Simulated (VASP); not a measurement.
Wanted: the native input for a VASP 6.6.1 run.

```
Task                   : single point
Functional             : r2SCAN
Potentials or basis    : VASP PAW PBE potentials, release 64 (Ag, Sc_sv, Te)
Cutoff                 : 520 eV
k mesh                 : 6 × 6 × 6
Occupations            : gaussian, width 0.01 eV
Spin                   : no spin polarisation
Dipole correction      : no
Further INCAR settings : ALGO = Normal; EDIFF = 1e-06; NBANDS = 25
```

Crystal: ScAgTe2.

```xyz
4
Lattice="2.1060 1.2159 7.0056 -2.1060 1.2159 7.0056 0.0000 -2.4318 7.0056" Properties=species:S:1:pos:R:3 pbc="T T T"
Ag    2.1060    1.2159    7.0056
Sc    0.0000    0.0000   10.5084
Te    0.0000    0.0000    5.1815
Te    0.0000    0.0000   15.8354
```

These files were run (other wordings do the same):

POSCAR

```
ScAgTe2
1.0
    2.1060068629      1.2159036292      7.0056316329
   -2.1060068629      1.2159036292      7.0056316329
    0.0000000000     -2.4318072584      7.0056316329
Ag Sc Te
1 1 2
Direct
    1.0000000000      0.0000000000      0.0000000000
    0.5000000000      0.5000000000      0.5000000000
    0.2465396917      0.2465396917      0.2465396917
    0.7534603083      0.7534603083      0.7534603083
```

INCAR.step1

```
SYSTEM = ScAgTe2
PREC     = Accurate       ! precision mode
ENCUT    = 520            ! plane-wave cutoff, eV
ISMEAR   = 0              ! smearing method
SIGMA    = 0.01           ! smearing width, eV
LREAL    = .FALSE.        ! projectors in reciprocal space
LASPH    = .TRUE.         ! aspherical terms in the spheres
NELM     = 60             ! most SCF steps
NBANDS   = 25             ! bands
GGA      = PE             ! functional
ALGO     = Normal         ! electronic algorithm
EDIFF    = 1E-4           ! SCF threshold, eV
LWAVE    = .TRUE.         ! write WAVECAR
LCHARG   = .FALSE.        ! write CHGCAR
```

INCAR.step2

```
SYSTEM = ScAgTe2
PREC     = Accurate       ! precision mode
ENCUT    = 520            ! plane-wave cutoff, eV
EDIFF    = 1E-6           ! SCF threshold, eV
ISMEAR   = 0              ! smearing method
SIGMA    = 0.01           ! smearing width, eV
LREAL    = .FALSE.        ! projectors in reciprocal space
LASPH    = .TRUE.         ! aspherical terms in the spheres
NELM     = 60             ! most SCF steps
ALGO     = Normal         ! electronic algorithm
ISIF     = 2              ! what is computed and relaxed
LWAVE    = .FALSE.        ! write WAVECAR
LCHARG   = .FALSE.        ! write CHGCAR
METAGGA  = R2SCAN         ! meta-GGA
LMIXTAU  = .TRUE.       
NBANDS   = 25             ! bands
ISTART   = 1
```

KPOINTS

```
Automatic mesh
0
G
  6 6 6
  0 0 0
```

Potentials or basis: VASP PAW PBE potentials, release 64 (Ag, Sc_sv, Te).

Command:

```console
$ cat potpaw_PBE.64/Ag/POTCAR potpaw_PBE.64/Sc_sv/POTCAR potpaw_PBE.64/Te/POTCAR > POTCAR
$ cp INCAR.step1 INCAR
$ mpirun -np 1 vasp_std > vasp.out
$ cp INCAR.step2 INCAR
$ mpirun -np 1 vasp_std > vasp.out
```

Results of the run:

* Pressure: 0.1 GPa
* Largest force: 0.033 eV/Å
* Band gap on the k mesh: 0.61 eV (least direct gap 1.15 eV)

Caveat: semilocal functionals underestimate gaps, and a narrow one can read as zero; the PAW data sets were made with another functional, which shifts forces and pressure a little; spin-orbit coupling is left out, which moves the levels of the heavy elements.

Wall time 13 min on 1 thread of Intel(R) Xeon(R) Platinum 8259CL CPU @ 2.50GHz (Skylake/Cascade Lake), on a shared host, peak memory 0.51 GiB.
